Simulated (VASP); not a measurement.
# TiO2 (C2/m) in VASP: single point with PBE+D3(BJ)

Aim: the single point of TiO2 with PBE+D3(BJ).

All numbers are computed with VASP 6.6.1; they aren't measurements. Logs are shortened: lines on timing, memory, paths and dates and some standing lists are left out, and cuts for length are marked.

## 1. The cell of the first run

Symmetry: C2/m, No. 12, monoclinic system. The conventional cell has a = 5.148 Å, b = 2.764 Å, c = 5.163 Å, α = 90.00°, β = 109.41°, γ = 90.00°. Within 2.5 Å of Ti (site symmetry 2/m) lie 6 O at 1.89 to 1.97 Å. O (site symmetry m) has 3 Ti at 1.89 to 1.97 Å and 3 O at 2.53 to 2.59 Å within 2.6 Å.

## 2. Single point, PBE+D3(BJ) (atoms displaced along a vibrational mode, the cell strained)

File INCAR:

```
PREC     = Accurate       # precision mode
ENCUT    = 520            # plane-wave cutoff, eV
EDIFF    = 1E-6           # SCF threshold, eV
ISMEAR   = 0              # smearing method
SIGMA    = 0.05           # smearing width, eV
LREAL    = False          # projectors in reciprocal space
LASPH    = True           # aspherical terms in the spheres
NELM     = 80             # most SCF steps
ALGO     = Normal         # electronic algorithm
ISIF     = 2              # what is computed and relaxed
LWAVE    = False          # write WAVECAR
LCHARG   = True           # write CHGCAR
GGA      = PE             # functional
IVDW     = 12             # dispersion correction
LELF     = True           # ELF
LVHAR    = True         
NBANDS   = 19             # bands
```

File KPOINTS:

```
regular mesh
0
Gamma
  12 12 12
```

File POSCAR:

```
TiO2
1.0
    1.3821681840      0.8580593258      4.8692561771
   -1.3821681840      0.8580593258      4.8692561771
    0.0000000000     -1.7161186520      4.8692561770
Ti O
1 2
Direct
    0.0000000000      0.0000000000      0.0000000000
    0.6004139744      0.6004139744      0.6004139744
    0.3995860256      0.3995860256      0.3995860256
```

Potentials or basis: VASP PAW PBE potentials, release 64 (Ti_sv, O).

Run with:

```sh
$ cat potpaw_PBE.64/Ti_sv/POTCAR potpaw_PBE.64/O/POTCAR > POTCAR
$ mpirun -np 1 vasp_std > vasp.out
```

OUTCAR:

```text
PREC = Accurate
   ENCUT = 520
   EDIFF = 1E-6
   ISMEAR = 0
   LREAL = False
   LASPH = True
   NELM = 80
   ISIF = 2
   GGA = PE
   IVDW = 12
 IVDW          = 12

 ion  position               nearest neighbor table
   1  0.000  0.000  0.000-   2 1.89   2 1.89   3 1.89   3 1.89   2 1.97   3 1.97
   2  0.600  0.600  0.600-   1 1.89   1 1.89   1 1.97
   3  0.400  0.400  0.400-   1 1.89   1 1.89   1 1.97

  LATTYP: Found a base centered monoclinic cell.
 ALAT       =     5.1483559556
 B/A-ratio  =     0.5369357503
 C/A-ratio  =     1.0028096108
 COS(beta)  =    -0.3323994203

  Lattice vectors:

 A1 = (   1.3821681840,   2.5741779778,   0.0000000001)
 A2 = (  -1.3821681840,   2.5741779778,   0.0000000001)
 A3 = (   0.0000000000,  -1.7161186520,   4.8692561770)

Analysis of symmetry for initial positions (statically):
=====================================================================
 Subroutine PRICEL returns:
 Original cell was already a primitive cell.

 Routine SETGRP: Setting up the symmetry group for a
 base centered monoclinic supercell.

 Subroutine GETGRP returns: Found  4 space group operations
 (whereof  4 operations were pure point group operations)
 out of a pool of  4 trial point group operations.

The static configuration has the point symmetry C_2h.

Analysis of symmetry for dynamics (positions and initial velocities):
=====================================================================
 Subroutine PRICEL returns:
 Original cell was already a primitive cell.

 Routine SETGRP: Setting up the symmetry group for a
 base centered monoclinic supercell.

 Subroutine GETGRP returns: Found  4 space group operations
 (whereof  4 operations were pure point group operations)
 out of a pool of  4 trial point group operations.

The dynamic configuration has the point symmetry C_2h.

 Subroutine INISYM returns: Found  4 space group operations
 (whereof  4 operations are pure point group operations),
 and found     1 'primitive' translations

----------------------------------------------------------------------------------------

                                     Primitive cell

  volume of cell :      34.6491

  direct lattice vectors                    reciprocal lattice vectors
     1.382168184  0.858059326  4.869256177     0.361750477  0.194236764  0.068456725
    -1.382168184  0.858059326  4.869256177    -0.361750477  0.194236764  0.068456725
     0.000000000 -1.716118652  4.869256177     0.000000000 -0.388473528  0.068456725

  length of vectors
     5.133839734  5.133839734  5.162820832     0.416266323  0.416266323  0.394459130

  position of ions in fractional coordinates (direct lattice)
     0.000000000  0.000000000  0.000000000
     0.600413974  0.600413974  0.600413974
     0.399586026  0.399586026  0.399586026

  ion indices of the primitive-cell ions
   primitive index   ion index
                 1           1
                 2           2
                 3           3

----------------------------------------------------------------------------------------

 KPOINTS: regular mesh

Automatic generation of k-mesh.
 Grid dimensions read from file:
 generate k-points for:   12   12   12

 Generating k-lattice:

  Cartesian coordinates                     Fractional coordinates (reciprocal lattice)
     0.030145873  0.016186397  0.005704727     0.083333333 -0.000000000  0.000000000
    -0.030145873  0.016186397  0.005704727    -0.000000000  0.083333333  0.000000000
     0.000000000 -0.032372794  0.005704727     0.000000000  0.000000000  0.083333333

  Length of vectors
     0.034688860  0.034688860  0.032871594

  Shift w.r.t. Gamma in fractional coordinates (k-lattice)
     0.000000000  0.000000000  0.000000000

 Subroutine IBZKPT returns following result:
 ===========================================

 Found    476 irreducible k-points:

 Following reciprocal coordinates:
            Coordinates               Weight
  0.000000  0.000000  0.000000      1.000000
  0.083333  0.000000  0.000000      4.000000
  0.166667  0.000000  0.000000      4.000000
  0.250000  0.000000  0.000000      4.000000
  0.333333  0.000000  0.000000      4.000000
  0.416667 -0.000000  0.000000      4.000000
[... 16 lines left out ...]
  0.500000  0.166667 -0.000000      4.000000
 -0.416667  0.166667 -0.000000      4.000000
 [... further k-points ...]
   k-points           NKPTS =    476   k-points in BZ     NKDIM =    476   number of bands    NBANDS=     19
   number of dos      NEDOS =    301   number of ions     NIONS =      3
   total plane-waves  NPLWV =  64000
   dimension x,y,z NGX =    40 NGY =   40 NGZ =   40
   dimension x,y,z NGXF=    80 NGYF=   80 NGZF=   80
   ions per type =               1   2
   NGX,Y,Z   is equivalent  to a cutoff of  12.95, 12.95, 12.88 a.u.
   NGXF,Y,Z  is equivalent  to a cutoff of  25.91, 25.91, 25.76 a.u.
 SYSTEM =  unknown system
   PREC   = accura    normal or accurate (medium, high low for compatibility)
   ISTART =      0    job   : 0-new  1-cont  2-samecut
   ICHARG =      2    charge: 1-file 2-atom 10-const
   ISPIN  =      1    spin polarized calculation?
   LNONCOLLINEAR =      F non collinear calculations
   LSORBIT =      F    spin-orbit coupling
   LASPH  =      T    aspherical Exc in radial PAW
   ENCUT  =  520.0 eV  38.22 Ry    6.18 a.u.   9.55  9.55  9.60*2*pi/ulx,y,z
   NELM   =     80;   NELMIN=  2; NELMDL= -5     # of ELM steps
   EDIFF  = 0.1E-05   stopping-criterion for ELM
   LREAL  =      F    real-space projection
   EDIFFG = 0.1E-04   stopping-criterion for IOM
   NSW    =      0    number of steps for IOM
   IBRION =     -1    ionic relax: 0-MD 1-quasi-New 2-CG
   NFREE  =      0    steps in history (QN), initial steepest desc. (CG)
   ISIF   =      2    stress and relaxation
   ISYM   =      2    0-nonsym 1-usesym 2-fastsym
   POTIM  = 0.5000    time-step for ionic-motion
   TEBEG  =    0.0;   TEEND  =   0.0 temperature during run
   PSTRESS=    0.0 pullay stress
   NELECT =      24.0000    total number of electrons
   NUPDOWN=      -1.0000    fix difference up-down
   EMIN   =  10.00;   EMAX   =-10.00  energy-range for DOS
   EFERMI =   0.00;   METHOD = LEGACY
   ISMEAR =     0;   SIGMA  =   0.05  broadening in eV -4-tet -1-fermi 0-gaus
   EFERMI_NEDOS =   21; number of points for ismear=-14 and -15
   IALGO  =     38    algorithm
   IMIX   =      4    mixing-type and parameters
     AMIX     =   0.40;   BMIX     =  1.00
     AMIX_MAG =   1.60;   BMIX_MAG =  1.00
  volume/ion in A,a.u.               =      11.55        77.94
  Fermi-wavevector in a.u.,A,eV,Ry     =   1.448487  2.737243 28.546575  2.098114
  Thomas-Fermi vector in A             =   2.566322
   LORBIT       =      0    0 simple, 1 ext, 2 COOP (PROOUT), +10 PAW based schemes
   GGA     = PE    functional components
   LHFCALC =     F    Hartree Fock is set to
   AEXX    =    0.0000 exact exchange contribution
   IVDW    =    12    specifies the selected vdW correction
   LEPSILON=     F    determine dielectric tensor
   LRPA    =     F    only Hartree local field effects (RPA)
 non-spin polarized calculation
 Gauss-broadening in eV      SIGMA  =   0.05
  energy-cutoff  :      520.00
  volume of cell :       34.65
 maximum number of plane-waves:       953
 NGX is ok and might be reduce to    40
   NGX = 19   NGY = 19   NGZ = 19

 number of electron      23.9999998 magnetization

 Free energy of the ion-electron system (eV)
  ---------------------------------------------------
  ext. energy  EPLUGINS =         0.00000000
  ---------------------------------------------------
  free energy    TOTEN  =       -26.10837647 eV

  energy without entropy =      -26.10837647  energy(sigma->0) =      -26.10837647

 E-fermi :   3.2784     XC(G=0): -10.4095

 val. band max:        2.9650857253   @ k =  -0.1667   0.0833  -0.0000
 cond. band min:       5.4912652263   @ k =   0.0000   0.0000   0.0000
 fundamental gap:      2.5261795010
 Fermi energy:         3.2783625474

 k-point     1 :       0.0000    0.0000    0.0000
  band No.  band energies     occupation
      1     -53.3054      2.00000
      2     -29.6259      2.00000
      3     -29.2659      2.00000
      4     -29.1937      2.00000
      5     -15.1219      2.00000
      6     -12.9874      2.00000
[... 11 lines left out ...]
     18      11.1485      0.00000
     19      15.0613      0.00000

 k-point     2 :       0.0833    0.0000    0.0000
  band No.  band energies     occupation
      1     -53.2963      2.00000
      2     -29.6104      2.00000
      3     -29.2943      2.00000
      4     -29.2466      2.00000
      5     -14.9994      2.00000
      6     -13.0568      2.00000
[... 11 lines left out ...]
     18      11.4422      0.00000
     19      15.4809      0.00000

 k-point     3 :       0.1667    0.0000    0.0000
  band No.  band energies     occupation
      1     -53.2713      2.00000
      2     -29.5682      2.00000
      3     -29.4609      2.00000
      4     -29.2972      2.00000
      5     -14.6685      2.00000
      6     -13.2391      2.00000
[... 11 lines left out ...]
     18      12.1845      0.00000
     19      16.4893      0.00000

 k-point     4 :       0.2500    0.0000    0.0000
  band No.  band energies     occupation
      1     -53.2369      2.00000
      2     -29.7048      2.00000
      3     -29.5080      2.00000
      4     -29.3426      2.00000
      5     -14.2457      2.00000
      6     -13.4467      2.00000
[... 407 lines left out ...]
     18      14.4546      0.00000
     19      17.9719      0.00000

 k-point    23 :       0.5000    0.1667   -0.0000
  band No.  band energies     occupation
      1     -53.1774      2.00000
      2     -29.9986      2.00000
      3     -29.5580      2.00000
      4     -29.4015      2.00000
      5     -13.9043      2.00000
      6     -13.3228      2.00000
[... 11 lines left out ...]
     18      15.1979      0.00000
     19      17.3956      0.00000

 k-point    24 :      -0.4167    0.1667   -0.0000
  band No.  band energies     occupation
      1     -53.1643      2.00000
      2     -30.0883      2.00000
      3     -29.5545      2.00000
      4     -29.3822      2.00000
      5     -13.9720      2.00000
      6     -13.1794      2.00000
[... 11 lines left out ...]
     18      15.9820      0.00000
     19      16.5914      0.00000

 [... further k-points ...]

------------------------ aborting loop because EDIFF is reached ----------------------------------------

 Edisp (eV)   -0.64707

 E8    (eV) :    -0.2523

  FORCE on cell =-STRESS in cart. coord.  units (eV):
  Direction    XX          YY          ZZ          XY          YZ          ZX
  --------------------------------------------------------------------------------------
  -------------------------------------------------------------------------------------
  Total       8.30033     2.78710     2.10513     0.00000    -0.61663     0.00000
  in kB     383.80800   128.87555    97.34127     0.00000   -28.51296     0.00000
  external pressure =      203.34 kB  Pullay stress =        0.00 kB

 VOLUME and BASIS-vectors are now :
 -----------------------------------------------------------------------------
  energy-cutoff  :      520.00
  volume of cell :       34.65
      direct lattice vectors                 reciprocal lattice vectors
     1.382168184  0.858059326  4.869256177     0.361750477  0.194236764  0.068456725
    -1.382168184  0.858059326  4.869256177    -0.361750477  0.194236764  0.068456725
     0.000000000 -1.716118652  4.869256177     0.000000000 -0.388473528  0.068456725

 POSITION                                       TOTAL-FORCE (eV/Angst)
 -----------------------------------------------------------------------------------
      0.00000      0.00000      0.00000         0.000000      0.000000      0.000000
      0.00000     -0.00000      8.77071         0.000000      0.320538     -1.150425
      0.00000     -0.00000      5.83706         0.000000     -0.320538      1.150425
 -----------------------------------------------------------------------------------
    total drift:                               -0.000000     -0.000000     -0.000000

  FREE ENERGIE OF THE ION-ELECTRON SYSTEM (eV)
  ---------------------------------------------------
  free  energy   TOTEN  =       -26.7554484488 eV

  energy  without entropy=      -26.7554484488  energy(sigma->0) =      -26.75544845
```

It took 21 min on 1 thread of Intel Xeon 8259CL, shared host; peak memory 0.47 GiB.

What came out:

- Free energy: -26.7554 eV
- Pressure: 20.3 GPa
- Largest force: 1.194 eV/Å
- Band gap on the k mesh: 2.53 eV (least direct gap 2.72 eV)
- Dispersion energy per atom: -0.216 eV

Forces on the atoms (eV/Å):
```
Ti   0.000  0.000  0.000
O    0.000  0.321 -1.150
O    0.000 -0.321  1.150
```

Levels at points of the mesh, in eV from the valence-band top:
| k point | band 10 | band 11 | band 12 | band 13 | band 14 | band 15 |
| --- | --- | --- | --- | --- | --- | --- |
| (0.00, 0.00, 0.00) | -0.65 | -0.47 | -0.23 | 2.53 | 2.94 | 4.53 |
| (0.50, 0.00, 0.00) | -2.11 | -1.49 | -1.21 | 2.89 | 3.78 | 4.60 |
| (0.50, 0.50, 0.00) | -2.43 | -1.10 | -0.89 | 2.86 | 3.97 | 4.07 |
| (0.00, 0.00, 0.50) | -2.06 | -1.38 | -1.03 | 2.95 | 3.97 | 4.08 |
| (0.50, 0.00, 0.50) | -2.51 | -1.56 | -0.73 | 2.85 | 3.77 | 4.59 |
| (0.50, 0.50, 0.50) | -1.65 | -0.55 | -0.18 | 2.54 | 2.94 | 4.74 |

Caveat: the cell differs from its parent crystal (atoms displaced along a vibrational mode, the cell strained); the cell stands under pressure; forces of over 1 eV/Å act on the atoms, so gaps and moduli don't describe the material at rest. A k mesh can miss the band edges.
